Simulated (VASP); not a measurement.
# Al16O23 (a cell with a defect) in VASP: single point with PBEsol

Aim: the single point of Al16O23 (a cell with a defect) with PBEsol.

Everything below comes from runs of VASP 6.6.1. Logs are shortened: lines on timing, memory, paths and dates and some standing lists are left out, and cuts for length are marked.

## 1. The cell of the first run

The cell holds a defect, 39 atoms: a = 6.988 Å, b = 6.988 Å, c = 6.988 Å, α = 85.73°, β = 85.73°, γ = 85.73°.

## 2. Single point, PBEsol

INCAR

```
PREC     = Accurate       # precision mode
ENCUT    = 520            # plane-wave cutoff, eV
EDIFF    = 1E-6           # SCF threshold, eV
ISMEAR   = 0              # smearing method
SIGMA    = 0.05           # smearing width, eV
LREAL    = Auto         
LASPH    = True           # aspherical terms in the spheres
NELM     = 60             # most SCF steps
ALGO     = Normal         # electronic algorithm
ISIF     = 2              # what is computed and relaxed
LWAVE    = False          # write WAVECAR
LCHARG   = False          # write CHGCAR
GGA      = PS             # functional
NELECT   = 184.0        
NBANDS   = 118            # bands
```

KPOINTS

```
regular mesh
0
Gamma
  2 2 2
```

POSCAR

```
Al16O23
1.0
   -4.7537000000     -2.7445500000      4.3241670000
    4.7537000000     -2.7445500000      4.3241670000
    0.0000000000      5.4891000000      4.3241670000
Al O
16 23
Direct
    0.3530653542      0.3536303878      0.3588551491
    0.1412561653      0.1473810785      0.1615234460
    0.6549507236      0.6424272156      0.6437704948
    0.8507991825      0.8542905682      0.8494642246
    0.8301001591      0.8641323867      0.3335748909
    0.6431174635      0.6432114955      0.1394804512
    0.1459949614      0.1498313414      0.6518498623
    0.3590441887      0.3411585417      0.8567410694
    0.8531920716      0.3476753162      0.8521449034
    0.6527666210      0.1493194115      0.6454595873
    0.1463726264      0.6350605958      0.1345341768
    0.3696095798      0.8620190714      0.3555332230
    0.3625520423      0.8503261972      0.8325843895
    0.1541545711      0.6321325672      0.6792959439
    0.6454262918      0.1574537651      0.1427892478
    0.8481404179      0.3547493752      0.3544036694
    0.5985722044      0.4022167339      0.7494274618
    0.7599548763      0.6054682658      0.3990279071
    0.3981176163      0.7436021862      0.5906152345
    0.3995314521      0.5977602003      0.2546734081
    0.2491262058      0.4035534940      0.6031987156
    0.5967633455      0.2545781003      0.4040874032
    0.1024049398      0.8953760991      0.7488325864
    0.2529524379      0.0999644496      0.4131478828
    0.9041923932      0.2507777899      0.5979480090
    0.8947746577      0.1039555063      0.2519379993
    0.7550201254      0.9016139365      0.5882787733
    0.1941786798      0.8796481036      0.1762784971
    0.0946715512      0.4089574758      0.2599832479
    0.2639592435      0.5959806163      0.9064431222
    0.8991842068      0.7447192637      0.0941688565
    0.9065228693      0.5961509484      0.7484790633
    0.7469232116      0.4035123948      0.0941236347
    0.0989320829      0.2451659638      0.9093954007
    0.5941941520      0.9076994216      0.2346346409
    0.7508025915      0.0964281042      0.9007110466
    0.3964677672      0.2419611723      0.1019127263
    0.4056062723      0.0942094656      0.7524286829
    0.5968626150      0.7511542194      0.8957369337
```

Potentials or basis: VASP PAW PBE potentials, release 64 (Al, O).

Started as:

```bash
$ cat potpaw_PBE.64/Al/POTCAR potpaw_PBE.64/O/POTCAR > POTCAR
$ mpirun -np 1 vasp_std > vasp.out
```

OUTCAR:

```text
PREC = Accurate
   ENCUT = 520
   EDIFF = 1E-6
   ISMEAR = 0
   LREAL = Auto
   LASPH = True
   NELM = 60
   ISIF = 2
   GGA = PS
   NELECT = 184.0

 ion  position               nearest neighbor table
   1  0.353  0.354  0.359-  22 1.83  20 1.85  21 1.85  24 1.95  29 1.98  37 2.00   2 2.66   7 2.78
                            15 2.79  11 2.80  10 3.19   6 3.20  14 3.24
   2  0.141  0.147  0.162-  26 1.83  28 1.88  34 1.88  37 1.95  24 1.97  29 2.00   1 2.66  16 2.75
                            12 2.79   8 2.84   5 3.16   9 3.23
   3  0.655  0.642  0.644-  18 1.84  17 1.84  19 1.93  32 1.95  39 1.97  27 1.99   4 2.65  13 2.73
                             9 2.78   5 2.83  16 3.12  12 3.17   8 3.26
   4  0.851  0.854  0.849-  36 1.83  31 1.86  23 1.88  39 1.96  27 1.99  32 1.99   3 2.65  10 2.76
                            14 2.78   6 2.80   7 3.20  11 3.20  15 3.24
   5  0.830  0.864  0.334-  26 1.81  35 1.83  27 1.85  18 1.92  31 1.94   6 2.61  15 2.66   3 2.83
                            11 2.95   2 3.16  10 3.18  12 3.21
   6  0.643  0.643  0.139-  33 1.82  39 1.85  20 1.87  31 1.97  35 2.01  18 2.04   5 2.61  12 2.78
                            16 2.79   4 2.80   9 3.19   1 3.20  13 3.21
   7  0.146  0.150  0.652-  24 1.82  25 1.84  23 1.89  21 1.96  34 1.96  38 2.00   8 2.64   9 2.74
                            13 2.77   1 2.78   4 3.20  12 3.23  16 3.23
   8  0.359  0.341  0.857-  37 1.83  17 1.85  30 1.90  38 1.92  34 1.98  21 1.99   7 2.64  14 2.68
                            10 2.76   2 2.84  15 3.08  11 3.15   3 3.26
   9  0.853  0.348  0.852-  33 1.85  34 1.87  32 1.88  36 1.94  25 1.95  17 1.97  10 2.62  15 2.73
                             7 2.74   3 2.78  14 3.12   6 3.19   2 3.23
  10  0.653  0.149  0.645-  22 1.85  27 1.88  38 1.89  25 1.94  36 1.96  17 1.96   9 2.62  16 2.74
                             8 2.76   4 2.76  13 3.16   5 3.18   1 3.19
  11  0.146  0.635  0.135-  30 1.77  29 1.80  28 1.81  31 1.87  20 2.01   1 2.80  13 2.90  12 2.90
                             5 2.95   8 3.15  14 3.18  16 3.20   4 3.20
  12  0.370  0.862  0.356-  35 1.77  19 1.80  28 1.81  24 1.85  20 2.02   6 2.78   2 2.79  11 2.90
                            14 3.05  15 3.15   3 3.17   5 3.21   7 3.23  13 3.33
  13  0.363  0.850  0.833-  38 1.79  39 1.80  19 1.89  23 1.95  30 1.97  14 2.53  28 2.61   3 2.73
                             7 2.77  11 2.90  10 3.16   6 3.21  12 3.33
  14  0.154  0.632  0.679-  21 1.79  32 1.79  30 1.81  23 1.94  19 1.97  13 2.53   8 2.68   4 2.78
                            12 3.05   9 3.12  11 3.18   1 3.24
  15  0.645  0.157  0.143-  37 1.83  36 1.86  35 1.86  33 1.91  26 1.95  22 1.99  16 2.65   5 2.66
                             9 2.73   1 2.79   8 3.08  12 3.15   4 3.24
  16  0.848  0.355  0.354-  29 1.85  18 1.85  25 1.86  22 1.94  26 1.94  33 2.00  15 2.65  10 2.74
                             2 2.75   6 2.79   3 3.12  11 3.20   7 3.23
  17  0.599  0.402  0.749-   3 1.84   8 1.85  10 1.96   9 1.97
  18  0.760  0.605  0.399-   3 1.84  16 1.85   5 1.92   6 2.04
  19  0.398  0.744  0.591-  12 1.80  13 1.89   3 1.93  14 1.97
  20  0.400  0.598  0.255-   1 1.85   6 1.87  11 2.01  12 2.02
  21  0.249  0.404  0.603-  14 1.79   1 1.85   7 1.96   8 1.99
  22  0.597  0.255  0.404-   1 1.83  10 1.85  16 1.94  15 1.99
[... 15 lines left out ...]
  38  0.406  0.094  0.752-  13 1.79  10 1.89   8 1.92   7 2.00
  39  0.597  0.751  0.896-  13 1.80   6 1.85   4 1.96   3 1.97

  LATTYP: Found a trigonal (rhomboedric) cell.
[... 214 lines left out ...]
  Fermi-wavevector in a.u.,A,eV,Ry     =   1.336068  2.524802 24.287457  1.785078
  Thomas-Fermi vector in A             =   2.464723
   LORBIT       =      0    0 simple, 1 ext, 2 COOP (PROOUT), +10 PAW based schemes
   GGA     = PS    functional components
   LHFCALC =     F    Hartree Fock is set to
   AEXX    =    0.0000 exact exchange contribution
   IVDW    =     0    specifies the selected vdW correction
   LEPSILON=     F    determine dielectric tensor
   LRPA    =     F    only Hartree local field effects (RPA)
 non-spin polarized calculation
 Gauss-broadening in eV      SIGMA  =   0.05
  energy-cutoff  :      520.00
  volume of cell :      338.50
 maximum number of plane-waves:      9142
 NGX is ok and might be reduce to    54
   NGX = 25   NGY = 25   NGZ = 25

 number of electron     184.0000003 magnetization

 Free energy of the ion-electron system (eV)
  ---------------------------------------------------
  ext. energy  EPLUGINS =         0.00000000
  ---------------------------------------------------
  free energy    TOTEN  =      -319.43907236 eV

  energy without entropy =     -319.43907236  energy(sigma->0) =     -319.43907236

 E-fermi :   6.2232     XC(G=0): -11.7336

 val. band max:        5.9600600409   @ k =   0.0000   0.0000   0.0000
 cond. band min:       9.4302193596   @ k =   0.0000   0.0000   0.0000
 fundamental gap:      3.4701593186
 Fermi energy:         6.2232356417

 k-point     1 :       0.0000    0.0000    0.0000
  band No.  band energies     occupation
      1     -13.2805      2.00000
      2     -12.3887      2.00000
      3     -12.0934      2.00000
      4     -11.9997      2.00000
      5     -11.6431      2.00000
      6     -11.4295      2.00000
[... 845 lines left out ...]
    103      15.5532      0.00000
    104      15.6282      0.00000
 [bands above 104 left out]

------------------------ aborting loop because EDIFF is reached ----------------------------------------

  FORCE on cell =-STRESS in cart. coord.  units (eV):
  Direction    XX          YY          ZZ          XY          YZ          ZX
  --------------------------------------------------------------------------------------
  -------------------------------------------------------------------------------------
  Total       -7.6638068    -12.7821130    -12.2891962      0.9706498      3.9819549     -1.4124385
  in kB      -36.2742553    -60.5001721    -58.1671031      4.5942700     18.8473497     -6.6853403
  external PRESSURE =     -51.6471768 kB  Pullay stress =       0.0000000 kB

 VOLUME and BASIS-vectors are now :
 -----------------------------------------------------------------------------
  energy-cutoff  :      520.00
  volume of cell :      338.50
      direct lattice vectors                 reciprocal lattice vectors
    -4.753700000 -2.744550000  4.324167000    -0.105181227 -0.060726409  0.077086138
     4.753700000 -2.744550000  4.324167000     0.105181227 -0.060726409  0.077086138
     0.000000000  5.489100000  4.324167000     0.000000000  0.121452819  0.077086138

 POSITION                                       TOTAL-FORCE (eV/Angst)
 -----------------------------------------------------------------------------------
      0.00269      0.03023      4.60762        -0.001542      0.034308     -0.045247
      0.02912      0.09444      1.94657        -0.068592     -0.035374     -0.075403
     -0.05953     -0.02700      8.39385         0.039067      0.065176     -0.002210
      0.01660     -0.01691     11.04632        -0.002936      0.038759      0.023525
      0.16178     -2.81888      8.76858         0.170167      0.124109     -0.101271
      0.00045     -2.76477      6.16544        -0.002648      0.042948     -0.020684
[... 31 lines left out ...]
     -1.48029      2.75839      5.41491        -0.002883      0.039201      0.020222
      0.73346      1.21709      9.70237        -0.021713      0.039662      0.026504
 -----------------------------------------------------------------------------------
    total drift:                                0.018952      0.026642     -0.020513

  FREE ENERGIE OF THE ION-ELECTRON SYSTEM (eV)
  ---------------------------------------------------
  free  energy   TOTEN  =      -319.4390723580 eV

  energy  without entropy=     -319.4390723580  energy(sigma->0) =     -319.43907236
```

stdout:

```text
POSCAR found type information on POSCAR AlO
 POSCAR found :  2 types and      39 ions
 scaLAPACK will be used
 -----------------------------------------------------------------------------
|                                                                             |
|                                                                             |
|     You enforced a specific xc type in the INCAR file but a different       |
|     I HOPE YOU KNOW WHAT YOU ARE DOING!                                     |
|                                                                             |
 -----------------------------------------------------------------------------

 LDA part: xc-table for (Slater+PW92), standard interpolation
 POSCAR, INCAR and KPOINTS ok, starting setup
 FFT: planning ... GRIDC
 FFT: planning ... GRID_SOFT
 FFT: planning ... GRID
 WAVECAR not read
 entering main loop
 the old and the new charge density differ
 old charge density:   186.00000 new  184.00000
    0.326E+01
```

Wall time 8.1 min (1 thread of Intel Xeon Platinum 8259CL at 2.50GHz (Skylake/Cascade Lake), shared host); peak memory 0.48 GiB.

Results:

```yaml
Free_energy: -319.4391 eV
Largest_force: 1.090 eV/Å
```

Forces on the atoms (eV/Å):
```
Al  -0.002  0.034 -0.045
Al  -0.069 -0.035 -0.075
Al   0.039  0.065 -0.002
Al  -0.003  0.039  0.024
Al   0.170  0.124 -0.101
Al  -0.003  0.043 -0.021
Al   0.001  0.038 -0.006
Al  -0.002  0.013 -0.007
Al  -0.005 -0.009  0.015
Al   0.011  0.037 -0.010
Al   0.001 -0.054  0.040
Al   0.021 -0.042 -0.002
Al   0.045  0.171  0.061
Al  -0.034  0.014  0.019
Al   0.018 -0.008 -0.001
Al  -0.026  0.012  0.023
O    0.002  0.019  0.003
O    0.024  0.053 -0.012
O    0.063  0.004  0.016
O    0.018  0.090  0.021
O   -0.027  0.002 -0.026
O   -0.015  0.022 -0.029
O    0.032  0.026 -0.026
O   -0.006  0.070 -0.056
O    0.003  0.016 -0.004
O   -0.074  0.049  0.016
O    0.011  0.048  0.011
O   -0.163 -1.078 -0.009
O    0.022 -0.005  0.005
O   -0.060  0.028 -0.023
O   -0.018  0.084  0.082
O    0.011  0.018  0.004
O   -0.027  0.013  0.023
O    0.014 -0.002 -0.008
O    0.027 -0.005 -0.001
O   -0.007  0.020  0.013
O    0.029  0.006  0.041
O   -0.003  0.039  0.020
O   -0.022  0.040  0.027
```

Caveat: the k points lie up to 0.45 Å⁻¹ apart; the cell carries a net charge on a neutralising background, which shifts energy and pressure; the cell is charged against a uniform background, so pressure and absolute levels hang on convention; the PAW data sets were made with another functional, which shifts forces and pressure a little.
